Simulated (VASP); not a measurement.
CdS:

```xyz
2
Lattice="0.0000 2.9165 2.9165 2.9165 0.0000 2.9165 2.9165 2.9165 0.0000" Properties=species:S:1:pos:R:3 pbc="T T T"
Cd    0.0000    0.0000    0.0000
S     4.3748    4.3748    4.3748
```

```yaml
Program: VASP 6.6.1
Task: relaxation of cell and atoms
Functional: LDA
Potentials_or_basis: VASP PAW LDA potentials, release 64 (Cd, S)
Cutoff: 500 eV
k_mesh: 7 × 7 × 7
Occupations: gaussian, width 0.01 eV
Spin: no spin polarisation
```

At the start: pressure -2.0 GPa; volume 24.81 Å³/atom.

Question: How do energy, volume and symmetry change on relaxing?

Answer: Over 3 steps the energy falls by 4.9 meV/atom and the volume is 24.04 Å³/atom (-3.1 %); space group F-43m (No. 216, to 0.1 Å) before and after.

The path:
| step | energy change (eV) | largest force (eV/Å) | pressure (GPa) | volume (Å³) |
| --- | --- | --- | --- | --- |
| 1 | 0.0000 | 0.0000 | -2.00 | 49.62 |
| 2 | -0.0080 | 0.0000 | 0.96 | 47.43 |
| 3 | -0.0099 | 0.0000 | 0.00 | 48.07 |

Final structure:
```
Cd S
1.0
     0.00000    2.88599    2.88599
     2.88599    0.00000    2.88599
     2.88599    2.88599    0.00000
Cd S
1 1
Direct
  0.00000 0.00000 0.00000
  0.75000 0.75000 0.75000
```
